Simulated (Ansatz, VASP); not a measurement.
TiC in VASP and in Ansatz

Contents of POSCAR:

```
TiC
1.0
    0.0000000000      2.1640000000      2.1640000000
    2.1640000000      0.0000000000      2.1640000000
    2.1640000000      2.1640000000      0.0000000000
Ti C
1 1
Direct
    0.0000000000      0.0000000000      0.0000000000
    0.5000000000      0.5000000000      0.5000000000
```

The input INCAR.step1:

```
  PREC = Accurate
  ENCUT = 520
  ISMEAR = 0
  SIGMA = 0.15
  LREAL = F
  LASPH = T
  NELM = 60
  NBANDS = 15
  GGA = PE
  ALGO = Normal
  EDIFF = 1E-4
  LWAVE = T
  LCHARG = F
```

The input INCAR.step2:

```
  PREC = Accurate
  ENCUT = 520
  EDIFF = 1E-6
  ISMEAR = 0
  SIGMA = 0.15
  LREAL = F
  LASPH = T
  NELM = 60
  ALGO = Normal
  ISIF = 2
  LWAVE = F
  LCHARG = F
  METAGGA = R2SCAN
  LMIXTAU = T
  NBANDS = 15
  ISTART = 1
```

File KPOINTS:

```
regular mesh
0
Gamma
  18 18 18
```

Input for Ansatz:

```yaml
crystal:
  lattice:
    - [0.0, 2.164, 2.164]
    - [2.164, 0.0, 2.164]
    - [2.164, 2.164, 0.0]
  atoms:
    - { symbol: Ti, position: [0.0, 0.0, 0.0] }
    - { symbol: C, position: [0.5, 0.5, 0.5] }
basis:
  ecutwfc: 500
kpoints:
  mp_grid: { grid: [18, 18, 18] }
hamiltonian:
  xc: r2scan
scf:
  occupations: { method: gaussian, width: 0.15 }
output:
  forces: true
  stress: true
  eigenvalues: true
  write_density: true
  write_potential: true
  elf: true
  volumetric_format: npy
```

Alike in both runs: task single point; functional r2SCAN; k mesh 18 × 18 × 18; occupations gaussian, width 0.15 eV; no spin polarisation.

|  | VASP | Ansatz |
| --- | --- | --- |
| version | VASP 6.6.1 | Ansatz 0.2.0 |
| potentials or method | VASP PAW PBE potentials, release 64 (Ti_sv, C), cutoff 520 eV | scalar-relativistic, plane waves, PAW |
| valence electrons in the cell | 16 | 16 |

```csv
,VASP,Ansatz,Ansatz less VASP
gap on the k mesh at the Fermi level (eV),none,none,-
pressure (GPa),0.9,0.0,-0.95
```

VASP's potentials were made for PBE, not for r2SCAN. A gap of «none» marks a metal or a gap that the smearing closes.
